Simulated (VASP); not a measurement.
# Ge (P4/nmm) in VASP: notebook

The runs below take Ge through single point, relaxation of cell and atoms, with PBE.

All numbers are computed with VASP 6.6.1; they aren't measurements. Logs are shortened: lines on timing, memory, paths and dates and some standing lists are left out, and cuts for length are marked.

## Step 1: The cell of the first run

Symmetry: P4/nmm, No. 129, tetragonal system. The conventional cell has a = 4.155 Å, b = 4.155 Å, c = 4.793 Å, α = 90.00°, β = 90.00°, γ = 90.00°. Within 3.7 Å of Ge (site symmetry -4m2) lie 12 Ge at 2.77 to 3.62 Å. Within 3.7 Å of Ge (site symmetry 4mm) lie 12 Ge at 2.77 to 3.62 Å.

The cell was built from a structure type or drawn by symmetry, and may not be a known phase.

## Step 2: Single point, PBE

File INCAR:

```
SYSTEM = Ge
  PREC = Accurate
  ENCUT = 520
  EDIFF = 1E-6
  ISMEAR = 0
  SIGMA = 0.1
  LREAL = .FALSE.
  LASPH = .TRUE.
  NELM = 60
  ALGO = Normal
  ISIF = 2
  LWAVE = .FALSE.
  LCHARG = .TRUE.
  GGA = PE
  LELF = .TRUE.
  LVHAR = .TRUE.
  NBANDS = 36
```

File KPOINTS:

```
Automatic mesh
0
G
  4 4 4
  0 0 0
```

File POSCAR:

```
Ge
1.0
    4.1547668497      0.0000000000      0.0000000000
    0.0000000000      4.1547668497      0.0000000000
    0.0000000000      0.0000000000      4.7927285864
Ge
4
Direct
    0.0000000000      0.0000000000      0.5000000000
    0.5000000000      0.5000000000      0.5000000000
    0.0000000000      0.5000000000      0.8813600675
    0.5000000000      0.0000000000      0.1186399325
```

Potentials or basis: VASP PAW PBE potentials, release 64 (Ge_d).

On the command line:

```console
cat potpaw_PBE.64/Ge_d/POTCAR > POTCAR
mpirun -np 1 vasp_std > vasp.out
```

OUTCAR:

```text
SYSTEM = Ge
   PREC = Accurate
   ENCUT = 520
   EDIFF = 1E-6
   ISMEAR = 0
   LREAL = .FALSE.
   LASPH = .TRUE.
   NELM = 60
   ISIF = 2
   GGA = PE

 ion  position               nearest neighbor table
   1  0.000  0.000  0.500-   3 2.77   4 2.77   3 2.77   4 2.77
   2  0.500  0.500  0.500-   3 2.77   4 2.77   4 2.77   3 2.77
   3  0.000  0.500  0.881-   1 2.77   2 2.77   1 2.77   2 2.77
   4  0.500  0.000  0.119-   1 2.77   2 2.77   2 2.77   1 2.77

  LATTYP: Found a simple tetragonal cell.
 ALAT       =     4.1547668497
 C/A-ratio  =     1.1535493470

  Lattice vectors:

 A1 = (   4.1547668497,   0.0000000000,   0.0000000000)
 A2 = (   0.0000000000,   4.1547668497,   0.0000000000)
 A3 = (   0.0000000000,   0.0000000000,   4.7927285864)

Analysis of symmetry for initial positions (statically):
=====================================================================
 Subroutine PRICEL returns:
 Original cell was already a primitive cell.

 Routine SETGRP: Setting up the symmetry group for a
 simple tetragonal supercell.

 Subroutine GETGRP returns: Found 16 space group operations
 (whereof  8 operations were pure point group operations)
 out of a pool of 16 trial point group operations.

The static configuration has the point symmetry D_2d.
 The point group associated with its full space group is D_4h.

Analysis of symmetry for dynamics (positions and initial velocities):
=====================================================================
 Subroutine PRICEL returns:
 Original cell was already a primitive cell.

 Routine SETGRP: Setting up the symmetry group for a
 simple tetragonal supercell.

 Subroutine GETGRP returns: Found 16 space group operations
 (whereof  8 operations were pure point group operations)
 out of a pool of 16 trial point group operations.

The dynamic configuration has the point symmetry D_2d.
 The point group associated with its full space group is D_4h.

 Subroutine INISYM returns: Found 16 space group operations
 (whereof  8 operations are pure point group operations),
 and found     1 'primitive' translations

----------------------------------------------------------------------------------------

                                     Primitive cell

  volume of cell :      82.7325

  direct lattice vectors                    reciprocal lattice vectors
     4.154766850  0.000000000  0.000000000     0.240687393  0.000000000  0.000000000
     0.000000000  4.154766850  0.000000000     0.000000000  0.240687393  0.000000000
     0.000000000  0.000000000  4.792728586     0.000000000  0.000000000  0.208649412

  length of vectors
     4.154766850  4.154766850  4.792728586     0.240687393  0.240687393  0.208649412

  position of ions in fractional coordinates (direct lattice)
     0.000000000  0.000000000  0.500000000
     0.500000000  0.500000000  0.500000000
     0.000000000  0.500000000  0.881360067
     0.500000000  0.000000000  0.118639933

  ion indices of the primitive-cell ions
   primitive index   ion index
                 1           1
                 2           2
                 3           3
                 4           4

----------------------------------------------------------------------------------------

 KPOINTS: Automatic mesh

Automatic generation of k-mesh.
 Grid dimensions read from file:
 generate k-points for:    4    4    4

 Generating k-lattice:

  Cartesian coordinates                     Fractional coordinates (reciprocal lattice)
     0.060171848  0.000000000  0.000000000     0.250000000  0.000000000  0.000000000
     0.000000000  0.060171848  0.000000000     0.000000000  0.250000000  0.000000000
     0.000000000  0.000000000  0.052162353     0.000000000  0.000000000  0.250000000

  Length of vectors
     0.060171848  0.060171848  0.052162353

  Shift w.r.t. Gamma in fractional coordinates (k-lattice)
     0.000000000  0.000000000  0.000000000

 Subroutine IBZKPT returns following result:
 ===========================================

 Found     18 irreducible k-points:

 Following reciprocal coordinates:
            Coordinates               Weight
  0.000000  0.000000  0.000000      1.000000
  0.250000  0.000000  0.000000      4.000000
  0.500000  0.000000  0.000000      2.000000
  0.250000  0.250000  0.000000      4.000000
  0.500000  0.250000  0.000000      4.000000
  0.500000  0.500000  0.000000      1.000000
[... 10 lines left out ...]
  0.500000  0.250000  0.500000      4.000000
  0.500000  0.500000  0.500000      1.000000
   k-points           NKPTS =     18   k-points in BZ     NKDIM =     18   number of bands    NBANDS=     36
   number of dos      NEDOS =    301   number of ions     NIONS =      4
   total plane-waves  NPLWV =  36864
   dimension x,y,z NGX =    32 NGY =   32 NGZ =   36
   dimension x,y,z NGXF=    64 NGYF=   64 NGZF=   72
   ions per type =               4
   NGX,Y,Z   is equivalent  to a cutoff of  12.80, 12.80, 12.49 a.u.
   NGXF,Y,Z  is equivalent  to a cutoff of  25.61, 25.61, 24.97 a.u.
 SYSTEM =  Ge
   PREC   = accura    normal or accurate (medium, high low for compatibility)
   ISTART =      0    job   : 0-new  1-cont  2-samecut
   ICHARG =      2    charge: 1-file 2-atom 10-const
   ISPIN  =      1    spin polarized calculation?
   LNONCOLLINEAR =      F non collinear calculations
   LSORBIT =      F    spin-orbit coupling
   LASPH  =      T    aspherical Exc in radial PAW
   ENCUT  =  520.0 eV  38.22 Ry    6.18 a.u.   7.73  7.73  8.91*2*pi/ulx,y,z
   NELM   =     60;   NELMIN=  2; NELMDL= -5     # of ELM steps
   EDIFF  = 0.1E-05   stopping-criterion for ELM
   LREAL  =      F    real-space projection
   EDIFFG = 0.1E-04   stopping-criterion for IOM
   NSW    =      0    number of steps for IOM
   IBRION =     -1    ionic relax: 0-MD 1-quasi-New 2-CG
   NFREE  =      0    steps in history (QN), initial steepest desc. (CG)
   ISIF   =      2    stress and relaxation
   ISYM   =      2    0-nonsym 1-usesym 2-fastsym
   POTIM  = 0.5000    time-step for ionic-motion
   TEBEG  =    0.0;   TEEND  =   0.0 temperature during run
   PSTRESS=    0.0 pullay stress
   NELECT =      56.0000    total number of electrons
   NUPDOWN=      -1.0000    fix difference up-down
   EMIN   =  10.00;   EMAX   =-10.00  energy-range for DOS
   EFERMI =   0.00;   METHOD = LEGACY
   ISMEAR =     0;   SIGMA  =   0.10  broadening in eV -4-tet -1-fermi 0-gaus
   EFERMI_NEDOS =   21; number of points for ismear=-14 and -15
   IALGO  =     38    algorithm
   IMIX   =      4    mixing-type and parameters
     AMIX     =   0.40;   BMIX     =  1.00
     AMIX_MAG =   1.60;   BMIX_MAG =  1.00
  volume/ion in A,a.u.               =      20.68       139.58
  Fermi-wavevector in a.u.,A,eV,Ry     =   1.437404  2.716299 28.111401  2.066130
  Thomas-Fermi vector in A             =   2.556485
   LORBIT       =      0    0 simple, 1 ext, 2 COOP (PROOUT), +10 PAW based schemes
   GGA     = PE    functional components
   LHFCALC =     F    Hartree Fock is set to
   AEXX    =    0.0000 exact exchange contribution
   IVDW    =     0    specifies the selected vdW correction
   LEPSILON=     F    determine dielectric tensor
   LRPA    =     F    only Hartree local field effects (RPA)
 non-spin polarized calculation
 Gauss-broadening in eV      SIGMA  =   0.10
  energy-cutoff  :      520.00
  volume of cell :       82.73
 maximum number of plane-waves:      2244
 NGX is ok and might be reduce to    32
   NGX = 15   NGY = 15   NGZ = 17

 number of electron      56.0000060 magnetization

 Free energy of the ion-electron system (eV)
  ---------------------------------------------------
  ext. energy  EPLUGINS =         0.00000000
  ---------------------------------------------------
  free energy    TOTEN  =       -16.96937025 eV

  energy without entropy =      -16.96150555  energy(sigma->0) =      -16.96543790

 E-fermi :   5.8333     XC(G=0): -10.7496

 val. band max:        5.5114143310   @ k =   0.2500   0.2500   0.0000
 cond. band min:       5.8366670487   @ k =   0.2500   0.0000   0.2500
 fundamental gap:      0.3252527177
 Fermi energy:         5.8332966754

 k-point     1 :       0.0000    0.0000    0.0000
  band No.  band energies     occupation
      1     -18.9702      2.00000
      2     -18.9464      2.00000
      3     -18.9464      2.00000
      4     -18.9428      2.00000
      5     -18.9130      2.00000
      6     -18.9020      2.00000
[... 28 lines left out ...]
     35      11.9923      0.00000
     36      12.0168      0.00000

 k-point     2 :       0.2500    0.0000    0.0000
  band No.  band energies     occupation
      1     -18.9482      2.00000
      2     -18.9415      2.00000
      3     -18.9321      2.00000
      4     -18.9305      2.00000
      5     -18.9118      2.00000
      6     -18.9010      2.00000
[... 28 lines left out ...]
     35      11.0392      0.00000
     36      12.2215      0.00000

 k-point     3 :       0.5000    0.0000    0.0000
  band No.  band energies     occupation
      1     -18.9308      2.00000
      2     -18.9308      2.00000
      3     -18.9078      2.00000
      4     -18.9078      2.00000
      5     -18.8982      2.00000
      6     -18.8982      2.00000
[... 28 lines left out ...]
     35      11.0208      0.00000
     36      11.0208      0.00000

 k-point     4 :       0.2500    0.2500    0.0000
  band No.  band energies     occupation
      1     -18.9406      2.00000
      2     -18.9310      2.00000
      3     -18.9277      2.00000
      4     -18.9232      2.00000
      5     -18.9068      2.00000
      6     -18.8977      2.00000
[... 28 lines left out ...]
     35      10.4917      0.00000
     36      14.0679      0.00000

 k-point     5 :       0.5000    0.2500    0.0000
  band No.  band energies     occupation
      1     -18.9234      2.00000
      2     -18.9234      2.00000
      3     -18.9107      2.00000
      4     -18.9107      2.00000
      5     -18.9041      2.00000
      6     -18.9041      2.00000
[... 421 lines left out ...]
 k-point    16 :       0.2500    0.2500    0.5000
  band No.  band energies     occupation
      1     -18.9394      2.00000
      2     -18.9284      2.00000
      3     -18.9243      2.00000
      4     -18.9226      2.00000
      5     -18.8957      2.00000
      6     -18.8926      2.00000
[... 28 lines left out ...]
     35      11.8022      0.00000
     36      11.9048      0.00000

 k-point    17 :       0.5000    0.2500    0.5000
  band No.  band energies     occupation
      1     -18.9207      2.00000
      2     -18.9207      2.00000
      3     -18.9094      2.00000
      4     -18.9094      2.00000
      5     -18.9072      2.00000
      6     -18.9072      2.00000
[... 28 lines left out ...]
     35      12.7580      0.00000
     36      12.7580      0.00000

 k-point    18 :       0.5000    0.5000    0.5000
  band No.  band energies     occupation
      1     -18.9200      2.00000
      2     -18.9200      2.00000
      3     -18.9163      2.00000
      4     -18.9163      2.00000
      5     -18.9058      2.00000
      6     -18.9058      2.00000
[... 28 lines left out ...]
     35      13.0687      0.00000
     36      13.0687      0.00000

------------------------ aborting loop because EDIFF is reached ----------------------------------------

  FORCE on cell =-STRESS in cart. coord.  units (eV):
  Direction    XX          YY          ZZ          XY          YZ          ZX
  --------------------------------------------------------------------------------------
  -------------------------------------------------------------------------------------
  Total        0.0264319      0.0264319     -0.2153612      0.0000000     -0.0000000      0.0000000
  in kB        0.5118737      0.5118737     -4.1706322      0.0000000     -0.0000000      0.0000000
  external PRESSURE =      -1.0489616 kB  Pullay stress =       0.0000000 kB

 VOLUME and BASIS-vectors are now :
 -----------------------------------------------------------------------------
  energy-cutoff  :      520.00
  volume of cell :       82.73
      direct lattice vectors                 reciprocal lattice vectors
     4.154766850  0.000000000  0.000000000     0.240687393  0.000000000  0.000000000
     0.000000000  4.154766850  0.000000000     0.000000000  0.240687393  0.000000000
     0.000000000  0.000000000  4.792728586     0.000000000  0.000000000  0.208649412

 POSITION                                       TOTAL-FORCE (eV/Angst)
 -----------------------------------------------------------------------------------
      0.00000      0.00000      2.39636        -0.000000      0.000000      0.000000
      2.07738      2.07738      2.39636         0.000000     -0.000000      0.000000
      0.00000      2.07738      4.22412        -0.000000      0.000000      0.009292
      2.07738      0.00000      0.56861         0.000000     -0.000000     -0.009292
 -----------------------------------------------------------------------------------
    total drift:                                0.000000      0.000000      0.000000

  FREE ENERGIE OF THE ION-ELECTRON SYSTEM (eV)
  ---------------------------------------------------
  free  energy   TOTEN  =       -16.9693702450 eV

  energy  without entropy=      -16.9615055548  energy(sigma->0) =      -16.96543790
```

It took 77 s on 1 thread of Intel Xeon 8259CL, shared host; peak memory 0.2 GiB.

Results:

* Free energy: -16.9694 eV
* Pressure: -0.1 GPa
* Largest force: 0.009 eV/Å
* Band gap on the k mesh: zero (bands 28 and 29 overlap by 3.02 eV)

Forces on the atoms (eV/Å):
```
Ge   0.000  0.000  0.000
Ge   0.000  0.000  0.000
Ge   0.000  0.000  0.009
Ge   0.000  0.000 -0.009
```

Levels at points of the mesh, in eV from the Fermi level:
```csv
k point,band 25,band 26,band 27,band 28,band 29,band 30,band 31,band 32
"(0.00, 0.00, 0.00)",-3.64,-3.64,-2.01,2.21,2.21,2.25,2.31,2.31
"(0.50, 0.00, 0.00)",-3.03,-3.03,-1.50,-1.50,0.30,0.30,3.92,3.92
"(0.50, 0.50, 0.00)",-2.19,-2.19,-1.32,-1.32,-0.81,-0.81,0.45,0.45
"(0.00, 0.00, 0.50)",-2.63,-2.63,-1.19,-1.19,-0.71,0.62,1.94,3.47
"(0.50, 0.00, 0.50)",-0.84,-0.84,-0.70,-0.70,0.17,0.17,1.82,1.82
"(0.50, 0.50, 0.50)",-4.61,-4.61,-4.59,-4.59,5.23,5.23,5.57,5.57
```

Caveat: the k points lie up to 0.38 Å⁻¹ apart, too coarse for converged energies and pressures of a metal.

[end of part 1 of 2]
